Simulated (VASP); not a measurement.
# TaAs (I4_1md) in VASP: relaxation of the atoms with PBE

Aim: the relaxation of the atoms of TaAs with PBE.

All numbers are computed with VASP 6.6.1; they aren't measurements. Logs are shortened: lines on timing, memory, paths and dates and some standing lists are left out, and cuts for length are marked.

## (1) The cell of the first run

The structure is tetragonal, space group I4_1md (No. 109). The conventional cell has a = 3.444 Å, b = 3.444 Å, c = 11.736 Å, α = 90.00°, β = 90.00°, γ = 90.00°. Within 3.5 Å of Ta (site symmetry 2mm) lie 6 As at 2.61 to 2.62 Å and 8 Ta at 3.40 to 3.44 Å. As (site symmetry 2mm) has 6 Ta at 2.61 to 2.62 Å and 8 As at 3.40 to 3.44 Å within 3.5 Å.

## (2) Relaxation of the atoms, PBE

INCAR

```
SYSTEM = TaAs
ALGO     = Fast           ! electronic algorithm
EDIFF    = 1E-6           ! SCF threshold, eV
EDIFFG   = -0.001         ! ionic threshold
ENCUT    = 520            ! plane-wave cutoff, eV
GGA      = PE             ! functional
IBRION   = 2              ! ionic algorithm
ISIF     = 2              ! what is computed and relaxed
ISMEAR   = 0              ! smearing method
KPAR     = 4            
LASPH    = .TRUE.         ! aspherical terms in the spheres
LCHARG   = .FALSE.        ! write CHGCAR
LREAL    = .FALSE.        ! projectors in reciprocal space
LWAVE    = .FALSE.        ! write WAVECAR
NELM     = 60             ! most SCF steps
NSW      = 80             ! ionic steps
PREC     = Accurate       ! precision mode
SIGMA    = 0.02           ! smearing width, eV
```

KPOINTS

```
k-points
0
G
  12 12 12
  0 0 0
```

POSCAR

```
TaAs
1.0
   -1.7218133622      1.7218133622      5.8679415361
    1.7218133622     -1.7218133622      5.8679415361
    1.7218133622      1.7218133622     -5.8679415361
Ta As
2 2
Direct
    0.4999673000      0.9999673000      0.5000000000
    0.7499673000      0.7499673000      0.0000000000
    0.0826321200      0.5826321200      0.5000000000
    0.3326321200      0.3326321200      0.0000000000
```

Potentials or basis: VASP PAW PBE potentials, release 64 (Ta_pv, As).

On the command line:

```bash
$ cat potpaw_PBE.64/Ta_pv/POTCAR potpaw_PBE.64/As/POTCAR > POTCAR
$ mpirun -np 4 vasp_std > vasp.out
```

OUTCAR:

```text
SYSTEM = TaAs
   EDIFF = 1E-6
   EDIFFG = -0.001
   ENCUT = 520
   GGA = PE
   IBRION = 2
   ISIF = 2
   ISMEAR = 0
   LASPH = .TRUE.
   LREAL = .FALSE.
   NELM = 60
   NSW = 80
   PREC = Accurate

 ion  position               nearest neighbor table
   1  0.500  1.000  0.500-   4 2.61   4 2.61   3 2.62   3 2.62   3 2.62   3 2.62   2 3.40   2 3.40
                             2 3.40   2 3.40
   2  0.750  0.750  0.000-   3 2.61   3 2.61   4 2.62   4 2.62   4 2.62   4 2.62   1 3.40   1 3.40
                             1 3.40   1 3.40
   3  0.083  0.583  0.500-   2 2.61   2 2.61   1 2.62   1 2.62   1 2.62   1 2.62
   4  0.333  0.333  0.000-   1 2.61   1 2.61   2 2.62   2 2.62   2 2.62   2 2.62

  LATTYP: Found a body centered tetragonal cell.
 ALAT       =     3.4436267244
 C/A-ratio  =     3.4080009279

  Lattice vectors:

 A1 = (  -1.7218133622,   1.7218133622,   5.8679415361)
 A2 = (   1.7218133622,  -1.7218133622,   5.8679415361)
 A3 = (   1.7218133622,   1.7218133622,  -5.8679415361)

Analysis of symmetry for initial positions (statically):
=====================================================================
 Subroutine PRICEL returns:
 Original cell was already a primitive cell.

 Routine SETGRP: Setting up the symmetry group for a
 body centered tetragonal supercell.

 Subroutine GETGRP returns: Found  8 space group operations
 (whereof  4 operations were pure point group operations)
 out of a pool of 16 trial point group operations.

The static configuration has the point symmetry C_2v.
 The point group associated with its full space group is C_4v.

Analysis of symmetry for dynamics (positions and initial velocities):
=====================================================================
 Subroutine PRICEL returns:
 Original cell was already a primitive cell.

 Routine SETGRP: Setting up the symmetry group for a
 body centered tetragonal supercell.

 Subroutine GETGRP returns: Found  8 space group operations
 (whereof  4 operations were pure point group operations)
 out of a pool of 16 trial point group operations.

The dynamic configuration has the point symmetry C_2v.
 The point group associated with its full space group is C_4v.

 Subroutine INISYM returns: Found  8 space group operations
 (whereof  4 operations are pure point group operations),
 and found     1 'primitive' translations

----------------------------------------------------------------------------------------

                                     Primitive cell

  volume of cell :      69.5854

  direct lattice vectors                    reciprocal lattice vectors
    -1.721813362  1.721813362  5.867941536     0.000000000  0.290391520  0.085208756
     1.721813362 -1.721813362  5.867941536     0.290391520  0.000000000  0.085208756
     1.721813362  1.721813362 -5.867941536     0.290391520  0.290391520  0.000000000

  length of vectors
     6.353111079  6.353111079  6.353111079     0.302634709  0.302634709  0.410675626

  position of ions in fractional coordinates (direct lattice)
     0.499967300  0.999967300  0.500000000
     0.749967300  0.749967300  0.000000000
     0.082632120  0.582632120  0.500000000
     0.332632120  0.332632120  0.000000000

  ion indices of the primitive-cell ions
   primitive index   ion index
                 1           1
                 2           2
                 3           3
                 4           4

----------------------------------------------------------------------------------------

 KPOINTS: k-points

Automatic generation of k-mesh.
 Grid dimensions read from file:
 generate k-points for:   12   12   12

 Generating k-lattice:

  Cartesian coordinates                     Fractional coordinates (reciprocal lattice)
     0.000000000  0.024199293  0.007100730     0.083333333  0.000000000  0.000000000
     0.024199293  0.000000000  0.007100730     0.000000000  0.083333333  0.000000000
     0.024199293  0.024199293  0.000000000     0.000000000  0.000000000  0.083333333

  Length of vectors
     0.025219559  0.025219559  0.034222969

  Shift w.r.t. Gamma in fractional coordinates (k-lattice)
     0.000000000  0.000000000  0.000000000

 Subroutine IBZKPT returns following result:
 ===========================================

 Found    163 irreducible k-points:

 Following reciprocal coordinates:
            Coordinates               Weight
  0.000000  0.000000  0.000000      1.000000
  0.083333 -0.000000  0.000000      8.000000
  0.166667  0.000000 -0.000000      8.000000
  0.250000  0.000000  0.000000      8.000000
  0.333333  0.000000 -0.000000      8.000000
  0.416667  0.000000  0.000000      8.000000
[... 16 lines left out ...]
  0.500000  0.166667 -0.000000     16.000000
 -0.416667  0.166667  0.000000     16.000000
 [... further k-points ...]
   k-points           NKPTS =    163   k-points in BZ     NKDIM =    163   number of bands    NBANDS=     20
   number of dos      NEDOS =    301   number of ions     NIONS =      4
   total plane-waves  NPLWV = 110592
   dimension x,y,z NGX =    48 NGY =   48 NGZ =   48
   dimension x,y,z NGXF=    96 NGYF=   96 NGZF=   96
   ions per type =               2   2
   NGX,Y,Z   is equivalent  to a cutoff of  12.56, 12.56, 12.56 a.u.
   NGXF,Y,Z  is equivalent  to a cutoff of  25.12, 25.12, 25.12 a.u.
 SYSTEM =  TaAs
   PREC   = accura    normal or accurate (medium, high low for compatibility)
   ISTART =      0    job   : 0-new  1-cont  2-samecut
   ICHARG =      2    charge: 1-file 2-atom 10-const
   ISPIN  =      1    spin polarized calculation?
   LNONCOLLINEAR =      F non collinear calculations
   LSORBIT =      F    spin-orbit coupling
   LASPH  =      T    aspherical Exc in radial PAW
   ENCUT  =  520.0 eV  38.22 Ry    6.18 a.u.  11.81 11.81 11.81*2*pi/ulx,y,z
   NELM   =     60;   NELMIN=  2; NELMDL= -5     # of ELM steps
   EDIFF  = 0.1E-05   stopping-criterion for ELM
   LREAL  =      F    real-space projection
   EDIFFG = -.1E-02   stopping-criterion for IOM
   NSW    =     80    number of steps for IOM
   IBRION =      2    ionic relax: 0-MD 1-quasi-New 2-CG
   NFREE  =      1    steps in history (QN), initial steepest desc. (CG)
   ISIF   =      2    stress and relaxation
   ISYM   =      2    0-nonsym 1-usesym 2-fastsym
   POTIM  = 0.5000    time-step for ionic-motion
   TEBEG  =    0.0;   TEEND  =   0.0 temperature during run
   PSTRESS=    0.0 pullay stress
   NELECT =      32.0000    total number of electrons
   NUPDOWN=      -1.0000    fix difference up-down
   EMIN   =  10.00;   EMAX   =-10.00  energy-range for DOS
   EFERMI =   0.00;   METHOD = LEGACY
   ISMEAR =     0;   SIGMA  =   0.02  broadening in eV -4-tet -1-fermi 0-gaus
   EFERMI_NEDOS =   21; number of points for ismear=-14 and -15
   IALGO  =     68    algorithm
   IMIX   =      4    mixing-type and parameters
     AMIX     =   0.40;   BMIX     =  1.00
     AMIX_MAG =   1.60;   BMIX_MAG =  1.00
  volume/ion in A,a.u.               =      17.40       117.40
  Fermi-wavevector in a.u.,A,eV,Ry     =   1.263627  2.387909 21.725142  1.596753
  Thomas-Fermi vector in A             =   2.396974
   LORBIT       =      0    0 simple, 1 ext, 2 COOP (PROOUT), +10 PAW based schemes
   GGA     = PE    functional components
   LHFCALC =     F    Hartree Fock is set to
   AEXX    =    0.0000 exact exchange contribution
   IVDW    =     0    specifies the selected vdW correction
   LEPSILON=     F    determine dielectric tensor
   LRPA    =     F    only Hartree local field effects (RPA)
 conjugate gradient relaxation of ions
 non-spin polarized calculation
 RMM-DIIS sequential band-by-band and
 Gauss-broadening in eV      SIGMA  =   0.02
  energy-cutoff  :      520.00
  volume of cell :       69.59
 maximum number of plane-waves:      1900
   NGX = 23   NGY = 23   NGZ = 23

--------------------------------------- Ionic step        1  -------------------------------------------

 number of electron      32.0000002 magnetization

 Free energy of the ion-electron system (eV)
  ---------------------------------------------------
  ext. energy  EPLUGINS =         0.00000000
  ---------------------------------------------------
  free energy    TOTEN  =       -35.10583187 eV

  energy without entropy =      -35.10570328  energy(sigma->0) =      -35.10576757

------------------------ aborting loop because EDIFF is reached ----------------------------------------

  FORCE on cell =-STRESS in cart. coord.  units (eV):
  Direction    XX          YY          ZZ          XY          YZ          ZX
  --------------------------------------------------------------------------------------
  -------------------------------------------------------------------------------------
  Total        1.2831081      1.2831081      0.8095543      0.0000000      0.0000000      0.0000000
  in kB       29.5430897     29.5430897     18.6396883      0.0000000      0.0000000      0.0000000
  external PRESSURE =      25.9086226 kB  Pullay stress =       0.0000000 kB

 VOLUME and BASIS-vectors are now :
 -----------------------------------------------------------------------------
  energy-cutoff  :      520.00
  volume of cell :       69.59
      direct lattice vectors                 reciprocal lattice vectors
    -1.721813362  1.721813362  5.867941536     0.000000000  0.290391520  0.085208756
     1.721813362 -1.721813362  5.867941536     0.290391520  0.000000000  0.085208756
     1.721813362  1.721813362 -5.867941536     0.290391520  0.290391520  0.000000000
[... 77 lines left out ...]
 POSITION                                       TOTAL-FORCE (eV/Angst)
 -----------------------------------------------------------------------------------
     -0.00000      1.72181      0.00066        -0.000000     -0.000000      0.001924
      0.00000      0.00000      8.80258        -0.000000     -0.000000      0.001924
      1.72181      0.00000      0.96871         0.000000      0.000000     -0.001924
      0.00000      0.00000      3.90268         0.000000      0.000000     -0.001924
 -----------------------------------------------------------------------------------
    total drift:                                0.000000      0.000000      0.002341

  FREE ENERGIE OF THE ION-ELECTRON SYSTEM (eV)
  ---------------------------------------------------
  free  energy   TOTEN  =       -35.1058882798 eV

  energy  without entropy=      -35.1057643144  energy(sigma->0) =      -35.10582630

--------------------------------------- Ionic step        4  -------------------------------------------

 number of electron      32.0000002 magnetization

 Free energy of the ion-electron system (eV)
  ---------------------------------------------------
  ext. energy  EPLUGINS =         0.00000000
  ---------------------------------------------------
  free energy    TOTEN  =       -35.10588838 eV

  energy without entropy =      -35.10576466  energy(sigma->0) =      -35.10582652

 E-fermi :   7.0056     XC(G=0): -11.9088

 val. band max:        6.9873186620   @ k =  -0.2500   0.2500   0.2500
 cond. band min:       7.0104295760   @ k =  -0.0833   0.5000   0.0833
 fundamental gap:      0.0231109140
 Fermi energy:         7.0055747187

 k-point     1 :       0.0000    0.0000    0.0000
  band No.  band energies     occupation
      1     -28.0077      2.00000
      2     -27.9644      2.00000
      3     -27.9644      2.00000
      4     -27.8182      2.00000
      5     -27.8182      2.00000
      6     -27.7716      2.00000
[... 12 lines left out ...]
     19       9.3066      0.00000
     20      10.0741      0.00000
[... 507 lines left out ...]
 k-point    24 :      -0.4167    0.1667    0.0000
  band No.  band energies     occupation
      1     -28.1163      2.00000
      2     -27.9938      2.00000
      3     -27.9610      2.00000
      4     -27.9122      2.00000
      5     -27.8387      2.00000
      6     -27.7966      2.00000
[... 12 lines left out ...]
     19       9.3904      0.00000
     20       9.7731      0.00000

 [... further k-points ...]
[... 5 lines left out ...]
  --------------------------------------------------------------------------------------
  -------------------------------------------------------------------------------------
  Total        1.2953831      1.2953831      0.7737883      0.0000000      0.0000000      0.0000000
  in kB       29.8257176     29.8257176     17.8161889      0.0000000      0.0000000      0.0000000
  external PRESSURE =      25.8225414 kB  Pullay stress =       0.0000000 kB

 VOLUME and BASIS-vectors are now :
 -----------------------------------------------------------------------------
  energy-cutoff  :      520.00
  volume of cell :       69.59
      direct lattice vectors                 reciprocal lattice vectors
    -1.721813362  1.721813362  5.867941536     0.000000000  0.290391520  0.085208756
     1.721813362 -1.721813362  5.867941536     0.290391520  0.000000000  0.085208756
     1.721813362  1.721813362 -5.867941536     0.290391520  0.290391520  0.000000000

 POSITION                                       TOTAL-FORCE (eV/Angst)
 -----------------------------------------------------------------------------------
      0.00000      1.72181      0.00072         0.000000      0.000000     -0.000674
      1.72181      1.72181      2.93469        -0.000000     -0.000000     -0.000674
      1.72181      0.00000      0.96866         0.000000      0.000000      0.000674
      0.00000      0.00000      3.90263         0.000000      0.000000      0.000674
 -----------------------------------------------------------------------------------
    total drift:                                0.000000      0.000000     -0.000664

  FREE ENERGIE OF THE ION-ELECTRON SYSTEM (eV)
  ---------------------------------------------------
  free  energy   TOTEN  =       -35.1058883837 eV

  energy  without entropy=      -35.1057646604  energy(sigma->0) =      -35.10582652

 reached required accuracy - stopping structural energy minimisation
```

Wall time 9.3 min (4 MPI ranks of Oxide Virtual Turin-like, shared host); peak memory 0.47 GiB.

What came out:

```yaml
Free_energy: -35.1059 eV
Energy_gained_by_relaxing: 0.0 meV/atom
Ionic_steps: 4
Pressure_after_relaxing: 2.6 GPa
Band_gap_on_the_k_mesh: zero (bands 16 and 17 overlap by 0.05 eV)
```

Stress tensor (GPa, compression positive):
```
2.98 0.00 0.00
0.00 2.98 0.00
0.00 0.00 1.78
```

Final structure:
```xyz
4
Lattice="-1.7218 1.7218 5.8679 1.7218 -1.7218 5.8679 1.7218 1.7218 -5.8679" Properties=species:S:1:pos:R:3 pbc="T T T"
Ta    0.0000    1.7218    0.0007
Ta    1.7218    1.7218    2.9347
As    1.7218    0.0000    0.9687
As    0.0000    0.0000    3.9026
```

Levels at points of the mesh, in eV from the Fermi level:
| k point | band 13 | band 14 | band 15 | band 16 | band 17 | band 18 | band 19 | band 20 |
| --- | --- | --- | --- | --- | --- | --- | --- | --- |
| (0.00, 0.00, 0.00) | -2.38 | -1.98 | -1.66 | -1.66 | 0.89 | 1.55 | 2.30 | 3.07 |
| (0.50, 0.00, 0.00) | -2.47 | -2.35 | -1.61 | -0.30 | 0.10 | 1.35 | 2.22 | 2.43 |
| (0.50, 0.50, 0.00) | -3.23 | -3.23 | -1.15 | -1.15 | 2.79 | 2.79 | 3.04 | 3.04 |
| (0.50, 0.50, 0.50) | -2.83 | -2.83 | -0.95 | -0.95 | 1.20 | 1.20 | 2.26 | 2.26 |

Caveat: spin-orbit coupling is left out, which moves the levels of the heavy elements.

The gap in the log of VASP goes by the Fermi energy; the results here count the filled bands.